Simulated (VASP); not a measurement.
Here is a VASP 6.6.1 calculation.

INCAR

```
SYSTEM = AlRu
  ALGO = Fast
  EDIFF = 1E-6
  ENCUT = 520
  GGA = PS
  ISIF = 2
  ISMEAR = 0
  LASPH = .TRUE.
  LCHARG = .TRUE.
  LELF = .TRUE.
  LREAL = .FALSE.
  LVHAR = .TRUE.
  LWAVE = .FALSE.
  NBANDS = 16
  NELM = 60
  PREC = Accurate
  SIGMA = 0.15
```

KPOINTS

```
k-points
0
G
  20 20 20
  0 0 0
```

File POSCAR:

```
AlRu
1.0
    2.9764078218      0.0000000000      0.0000000000
    0.0000000000      2.9764078218      0.0000000000
    0.0000000000      0.0000000000      2.9764078218
Al Ru
1 1
Direct
    0.0000000000      0.0000000000     -0.1511889590
    0.5000000000      0.5000000000      0.5000000000
```

Potentials or basis: VASP PAW PBE potentials, release 64 (Al, Ru_pv).

Command:

```bash
$ cat potpaw_PBE.64/Al/POTCAR potpaw_PBE.64/Ru_pv/POTCAR > POTCAR
$ mpirun -np 1 vasp_std > vasp.out
```

Question: Estimate the pressure.

Answer: 15.2 GPa.

Question: Estimate the band gap on the k mesh.

Answer: Zero (an odd number of electrons rules out a gap without spin polarisation).

Question: What does it give for the largest force?

Answer: 3.431 eV/Å.

Stress tensor (GPa, compression positive):
```
21.22  0.00  0.00
 0.00 21.22  0.00
 0.00  0.00  3.27
```

Caveat: the cell differs from its parent crystal (atom 1 (Al) moved by (+0.000, -0.450) A along [1 1 0] and z); the stress differs along the axes, from 3 to 21 GPa; the PAW data sets were made with another functional, which shifts forces and pressure a little.
